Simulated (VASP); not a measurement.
Wanted: the native input for a VASP 6.6.1 run.

```
Task                   : electric field gradients
Functional             : PBE
Potentials or basis    : VASP PAW PBE potentials, release 64 (Si, O)
Cutoff                 : 520 eV
k mesh                 : 4 × 4 × 3
Occupations            : fermi-dirac, width 0.02 eV
Spin                   : no spin polarisation
Dipole correction      : no
Further INCAR settings : ALGO = Normal; EDIFF = 1e-08; NBANDS = 44
```

The structure of SiO2 lies in POSCAR:

```
SiO2
1.0
    4.9960000000      0.0000000000      0.0000000000
    0.0000000000      4.9960000000      0.0000000000
    0.0000000000      0.0000000000      7.0160000000
Si O
4 8
Direct
    0.2952500000      0.2952500000      0.0000000000
    0.2047500000      0.7952500000      0.2500000000
    0.7047500000      0.7047500000      0.5000000000
    0.7952500000      0.2047500000      0.7500000000
    0.2406000000      0.0951500000      0.1748200000
    0.4048500000      0.7406000000      0.4248200000
    0.7594000000      0.9048500000      0.6748200000
    0.5951500000      0.2594000000      0.9248200000
    0.7406000000      0.4048500000      0.5751800000
    0.9048500000      0.7594000000      0.3251800000
    0.2594000000      0.5951500000      0.0751800000
    0.0951500000      0.2406000000      0.8251800000
```

The input as run:

INCAR

```
PREC = Accurate
ENCUT = 520
EDIFF = 1E-8
ISMEAR = -1
SIGMA = 0.02
LREAL = False
LASPH = True
NELM = 80
ALGO = Normal
ISIF = 2
LWAVE = False
LCHARG = False
GGA = PE
LEFG = True
NBANDS = 44
```

KPOINTS

```
Automatic mesh
0
Gamma
  4 4 3
```

Potentials or basis: VASP PAW PBE potentials, release 64 (Si, O).

Launch:

```bash
$ cat potpaw_PBE.64/Si/POTCAR potpaw_PBE.64/O/POTCAR > POTCAR
$ mpirun -np 1 vasp_std > vasp.out
```

It gave:

* Pressure: 7.5 GPa
* Largest force: 0.468 eV/Å
* Band gap on the k mesh: 5.76 eV
* Largest electric field gradient by atom: Si -4.6; O +87.1 V/Å²

Caveat: the cell stands under pressure; without QUAD_EFG the Cq values of the log hold for a quadrupole moment of 1 mb, not for the nuclei.

Run time: 78 s on 1 thread of Intel(R) Xeon(R) 6975P-C (Granite Rapids), on a shared host, peak memory 0.29 GiB.
